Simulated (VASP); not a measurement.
La2O3:

```
CELL_PARAMETERS angstrom
3.93078 0.00000 0.00000
-1.96539 3.40415 0.00000
0.00000 0.00000 6.11195
ATOMIC_POSITIONS crystal
La 0.33333 0.66667 0.24624
La 0.66667 0.33333 0.75376
O 0.00000 0.00000 0.00000
O 0.33333 0.66667 0.64589
O 0.66667 0.33333 0.35411
```

Program: VASP 6.6.1. Alike in all runs: task single point; potentials or basis VASP PAW PBE potentials, release 64 (La, O); no spin polarisation; cell as given; k mesh 8 × 8 × 5; cutoff (eV) 520; smearing fermi-dirac 0.05 eV.

Task: Order these runs on this cell by their pressure, lowest first.
A. level RPBE
B. level PBE
C. level PBEsol
D. level PBEsol+D3(BJ)

Result: D (-6.0 GPa), C (-3.2 GPa), B (1.6 GPa), A (4.7 GPa).

Caveats: the PAW data sets were made with another functional, which shifts forces and pressure a little (some runs); three body term missing (some runs).
